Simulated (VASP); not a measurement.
Here is a VASP 6.6.1 calculation.

File INCAR:

```
SYSTEM = C
PREC = Accurate ; ENCUT = 910
EDIFF = 1E-6 ; ISMEAR = -1
SIGMA = 0.05 ; LREAL = .FALSE.
LASPH = .TRUE. ; NELM = 120
ALGO = Normal ; ISIF = 2
LWAVE = .FALSE. ; LCHARG = .FALSE.
NBANDS = 11 ; GGA_COMPAT = .FALSE.
```

The input KPOINTS:

```
regular mesh
0
G
  11 11 11
  0 0 0
```

Contents of POSCAR:

```
C
1.0
    1.2280287114      0.7090027071      3.3470114498
   -1.2280287114      0.7090027071      3.3470114498
    0.0000000000     -1.4180054142      3.3470114498
C
2
Direct
    1.2811371076      0.8873873561      0.8873871020
    0.2188628921      0.1126129333      0.1126125867
```

Potentials or basis: VASP PAW LDA potentials, release 64 (C_h).

Launch:

```bash
$ cat potpaw_LDA.64/C_h/POTCAR > POTCAR
$ mpirun -np 1 vasp_std > vasp.out
```

(1) What does it give for the band gap on the k mesh?

(2) Predict the largest force.

(3) What does it give for the pressure?

Results:

(1) zero (band 4 reaches 7.83 eV, above the bottom of band 5 at 2.91 eV).

(2) 0.604 eV/Å.

(3) -9.8 GPa.

Caveat: the cutoff is under 1.25 times the usual one of these potentials, so pressure, stress and relaxed cells hold a basis-set (Pulay) error.
